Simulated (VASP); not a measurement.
A run of VASP 6.6.1:

INCAR

```
ALGO = Normal ; EDIFF = 1E-6
ENCUT = 600 ; GGA = CA
GGA_COMPAT = False ; ISIF = 2
ISMEAR = -1 ; LASPH = True
LCHARG = False ; LREAL = False
LWAVE = False ; NBANDS = 11
NELM = 120 ; PREC = Accurate
SIGMA = 0.05
```

KPOINTS

```
k-points
0
Gamma
  15 15 15
```

File POSCAR:

```
MgO
1.0
    0.0000000000      1.7921641104      1.7921641104
    1.7921641104      0.0000000000      1.7921641104
    1.7921641104      1.7921641104      0.0000000000
Mg O
1 1
Direct
    0.0000000000      0.0000000000      0.0000000000
    0.5000000000      0.5000000000      0.5000000000
```

Potentials or basis: VASP PAW LDA potentials, release 64 (Mg, O).

Command:

```sh
$ cat potpaw_LDA.64/Mg/POTCAR potpaw_LDA.64/O/POTCAR > POTCAR
$ mpirun -np 1 vasp_std > vasp.out
```

Hardware: 1 thread of Intel(R) Xeon(R) Platinum 8259CL CPU @ 2.50GHz (Skylake/Cascade Lake), on a shared host.

How long does it take, and how much memory?

Run time: 13 s on 1 thread of Intel(R) Xeon(R) Platinum 8259CL CPU @ 2.50GHz (Skylake/Cascade Lake), with other jobs on the host, peak memory 0.13 GiB. Counts: scf iterations 11, k points 120.
